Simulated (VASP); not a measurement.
# Na (R-3m) in VASP: single point with PBEsol

Aim: the single point of Na with PBEsol.

All numbers are computed with VASP 6.6.1; they aren't measurements. Logs are shortened: lines on timing, memory, paths and dates and some standing lists are left out, and cuts for length are marked.

**1. The cell of the first run**

The structure is trigonal, space group R-3m (No. 166). The conventional cell has a = 5.981 Å, b = 5.981 Å, c = 3.608 Å, α = 90.00°, β = 90.00°, γ = 120.00°. Na (site symmetry -3m) has 14 Na at 3.61 to 4.21 Å within 4.7 Å.

**2. Single point, PBEsol (equal xy, yz and zx shear strains of -1 %)**

INCAR

```
PREC = Accurate
ENCUT = 520
EDIFF = 1E-6
ISMEAR = -1
SIGMA = 0.05
LREAL = False
LASPH = True
NELM = 80
ALGO = Normal
ISIF = 2
LWAVE = False
LCHARG = True
GGA = PS
LELF = True
LVHAR = True
NBANDS = 10
```

KPOINTS

```
Automatic mesh
0
Gamma
  12 12 12
```

POSCAR

```
Na
1.0
   -2.1250670667      2.1040267987      2.1040267987
    2.1040267987     -2.1250670667      2.1040267987
    2.1040267987      2.1040267987     -2.1250670667
Na
1
Direct
    0.0000000000      0.0000000000      0.0000000000
```

Potentials or basis: VASP PAW PBE potentials, release 64 (Na_pv).

Launch:

```sh
$ cat potpaw_PBE.64/Na_pv/POTCAR > POTCAR
$ mpirun -np 1 vasp_std > vasp.out
```

OUTCAR:

```text
PREC = Accurate
   ENCUT = 520
   EDIFF = 1E-6
   ISMEAR = -1
   LREAL = False
   LASPH = True
   NELM = 80
   ISIF = 2
   GGA = PS

 ion  position               nearest neighbor table
   1  0.000  0.000  0.000-

  LATTYP: Found a trigonal (rhomboedric) cell.
 ALAT       =     3.6564692775
 COS(alpha) =    -0.3377371610

  Lattice vectors:

 A1 = (  -2.1250670667,   2.1040267987,   2.1040267987)
 A2 = (   2.1040267987,  -2.1250670667,   2.1040267987)
 A3 = (   2.1040267987,   2.1040267987,  -2.1250670667)

Analysis of symmetry for initial positions (statically):
=====================================================================
 Subroutine PRICEL returns:
 Original cell was already a primitive cell.

 Routine SETGRP: Setting up the symmetry group for a
 trigonal (rhombohedral) supercell.

 Subroutine GETGRP returns: Found 12 space group operations
 (whereof 12 operations were pure point group operations)
 out of a pool of 12 trial point group operations.

The static configuration has the point symmetry D_3d.

Analysis of symmetry for dynamics (positions and initial velocities):
=====================================================================
 Subroutine PRICEL returns:
 Original cell was already a primitive cell.

 Routine SETGRP: Setting up the symmetry group for a
 trigonal (rhombohedral) supercell.

 Subroutine GETGRP returns: Found 12 space group operations
 (whereof 12 operations were pure point group operations)
 out of a pool of 12 trial point group operations.

The dynamic configuration has the point symmetry D_3d.

 Subroutine INISYM returns: Found 12 space group operations
 (whereof 12 operations are pure point group operations),
 and found     1 'primitive' translations

----------------------------------------------------------------------------------------

                                     Primitive cell

  volume of cell :      37.2547

  direct lattice vectors                    reciprocal lattice vectors
    -2.125067067  2.104026799  2.104026799     0.002388457  0.238845730  0.238845730
     2.104026799 -2.125067067  2.104026799     0.238845730  0.002388457  0.238845730
     2.104026799  2.104026799 -2.125067067     0.238845730  0.238845730  0.002388457

  length of vectors
     3.656469277  3.656469277  3.656469277     0.337787315  0.337787315  0.337787315

[... 75 lines left out ...]
   LASPH  =      T    aspherical Exc in radial PAW
   ENCUT  =  520.0 eV  38.22 Ry    6.18 a.u.   6.80  6.80  6.80*2*pi/ulx,y,z
   NELM   =     80;   NELMIN=  2; NELMDL= -5     # of ELM steps
   EDIFF  = 0.1E-05   stopping-criterion for ELM
   LREAL  =      F    real-space projection
   EDIFFG = 0.1E-04   stopping-criterion for IOM
   NSW    =      0    number of steps for IOM
   IBRION =     -1    ionic relax: 0-MD 1-quasi-New 2-CG
   NFREE  =      0    steps in history (QN), initial steepest desc. (CG)
   ISIF   =      2    stress and relaxation
   ISYM   =      2    0-nonsym 1-usesym 2-fastsym
   POTIM  = 0.5000    time-step for ionic-motion
   TEBEG  =    0.0;   TEEND  =   0.0 temperature during run
   PSTRESS=    0.0 pullay stress
   NELECT =       7.0000    total number of electrons
   NUPDOWN=      -1.0000    fix difference up-down
   EMIN   =  10.00;   EMAX   =-10.00  energy-range for DOS
   EFERMI =   0.00;   METHOD = LEGACY
   ISMEAR =    -1;   SIGMA  =   0.05  broadening in eV -4-tet -1-fermi 0-gaus
   EFERMI_NEDOS =   21; number of points for ismear=-14 and -15
   IALGO  =     38    algorithm
   IMIX   =      4    mixing-type and parameters
     AMIX     =   0.40;   BMIX     =  1.00
     AMIX_MAG =   1.60;   BMIX_MAG =  1.00
  volume/ion in A,a.u.               =      37.25       251.41
  Fermi-wavevector in a.u.,A,eV,Ry     =   0.937664  1.771928 11.962424  0.879213
  Thomas-Fermi vector in A             =   2.064797
   LORBIT       =      0    0 simple, 1 ext, 2 COOP (PROOUT), +10 PAW based schemes
   GGA     = PS    functional components
   LHFCALC =     F    Hartree Fock is set to
   AEXX    =    0.0000 exact exchange contribution
   IVDW    =     0    specifies the selected vdW correction
   LEPSILON=     F    determine dielectric tensor
   LRPA    =     F    only Hartree local field effects (RPA)
 non-spin polarized calculation
  energy-cutoff  :      520.00
  volume of cell :       37.25
 maximum number of plane-waves:      1024
   NGX = 13   NGY = 13   NGZ = 13

 number of electron       7.0000006 magnetization

 Free energy of the ion-electron system (eV)
  ---------------------------------------------------
  ext. energy  EPLUGINS =         0.00000000
  ---------------------------------------------------
  free energy    TOTEN  =        -1.39881085 eV

  energy without entropy =       -1.39352394  energy(sigma->0) =       -1.39616739

 E-fermi :   0.2553     XC(G=0):  -6.4881

 val. band max:        0.2452732188   @ k =  -0.2500  -0.3333   0.1667
 cond. band min:       0.2671125475   @ k =   0.3333   0.0833   0.0833
 fundamental gap:      0.0218393287
 Fermi energy:         0.2552835833

 k-point     1 :       0.0000    0.0000    0.0000
  band No.  band energies     occupation
      1     -24.4982      2.00000
      2     -24.4978      2.00000
      3     -24.4978      2.00000
      4      -2.9755      2.00000
      5      11.9405      0.00000
      6      11.9922      0.00000
      7      11.9922      0.00000
      8      13.0212      0.00000
      9      13.0212      0.00000
     10      13.3888      0.00000
[... 287 lines left out ...]
 k-point    24 :      -0.4167    0.1667    0.0000
  band No.  band energies     occupation
      1     -24.5245      2.00000
      2     -24.5092      2.00000
      3     -24.5003      2.00000
      4      -0.7081      2.00000
      5       4.7861      0.00000
      6       6.1543      0.00000
      7       8.9209      0.00000
      8      11.4462      0.00000
      9      12.8672      0.00000
     10      14.4152      0.00000

 [... further k-points ...]
[... 5 lines left out ...]
  --------------------------------------------------------------------------------------
  -------------------------------------------------------------------------------------
  Total       -0.0481697     -0.0481697     -0.0481697      0.0100326      0.0100326      0.0100326
  in kB       -2.0715883     -2.0715883     -2.0715883      0.4314626      0.4314626      0.4314626
  external PRESSURE =      -2.0715883 kB  Pullay stress =       0.0000000 kB

 VOLUME and BASIS-vectors are now :
 -----------------------------------------------------------------------------
  energy-cutoff  :      520.00
  volume of cell :       37.25
      direct lattice vectors                 reciprocal lattice vectors
    -2.125067067  2.104026799  2.104026799     0.002388457  0.238845730  0.238845730
     2.104026799 -2.125067067  2.104026799     0.238845730  0.002388457  0.238845730
     2.104026799  2.104026799 -2.125067067     0.238845730  0.238845730  0.002388457

 POSITION                                       TOTAL-FORCE (eV/Angst)
 -----------------------------------------------------------------------------------
      0.00000      0.00000      0.00000        -0.000000      0.000000      0.000000
 -----------------------------------------------------------------------------------
    total drift:                               -0.000000     -0.000000     -0.000000

  FREE ENERGIE OF THE ION-ELECTRON SYSTEM (eV)
  ---------------------------------------------------
  free  energy   TOTEN  =        -1.3988108468 eV

  energy  without entropy=       -1.3935239399  energy(sigma->0) =       -1.39616739
```

OSZICAR:

```text
N       E                     dE             d eps       ncg     rms          rms(c)
DAV:   1     0.268875170550E+02    0.26888E+02   -0.37794E+03  3780   0.575E+02
DAV:   2    -0.810482796776E+00   -0.27698E+02   -0.27567E+02  3878   0.144E+02
DAV:   3    -0.139634892972E+01   -0.58587E+00   -0.58537E+00  4638   0.230E+01
DAV:   4    -0.140088521511E+01   -0.45363E-02   -0.45360E-02  4470   0.197E+00
DAV:   5    -0.140094921861E+01   -0.64003E-04   -0.64003E-04  4372   0.230E-01    0.236E-01
DAV:   6    -0.139931596658E+01    0.16333E-02   -0.27793E-03  4430   0.768E-01    0.143E-01
DAV:   7    -0.139886377779E+01    0.45219E-03   -0.24964E-03  4238   0.650E-01    0.456E-02
DAV:   8    -0.139881054049E+01    0.53237E-04   -0.20053E-04  4348   0.246E-01    0.205E-03
DAV:   9    -0.139881084679E+01   -0.30630E-06   -0.70042E-07  2840   0.925E-03
   1 F= -.13988108E+01 E0= -.13961674E+01  d E =-.528691E-02
```

stdout:

```text
POSCAR found type information on POSCAR Na
 POSCAR found :  1 types and       1 ions
 scaLAPACK will be used
 -----------------------------------------------------------------------------
|                                                                             |
|                                                                             |
|     You enforced a specific xc type in the INCAR file but a different       |
|     I HOPE YOU KNOW WHAT YOU ARE DOING!                                     |
|                                                                             |
 -----------------------------------------------------------------------------

 LDA part: xc-table for (Slater+PW92), standard interpolation
 POSCAR, INCAR and KPOINTS ok, starting setup
 FFT: planning ... GRIDC
 FFT: planning ... GRID_SOFT
 FFT: planning ... GRID
 WAVECAR not read
 entering main loop
```

It took 76 s on 1 thread of Intel Xeon 8259CL, shared host; peak memory 0.19 GiB.

What came out:

```
Free energy : -1.3988 eV
Pressure    : -0.2 GPa
```

Caveat: the cell differs from its parent crystal (equal xy, yz and zx shear strains of -1 %); the PAW data sets were made with another functional, which shifts forces and pressure a little.
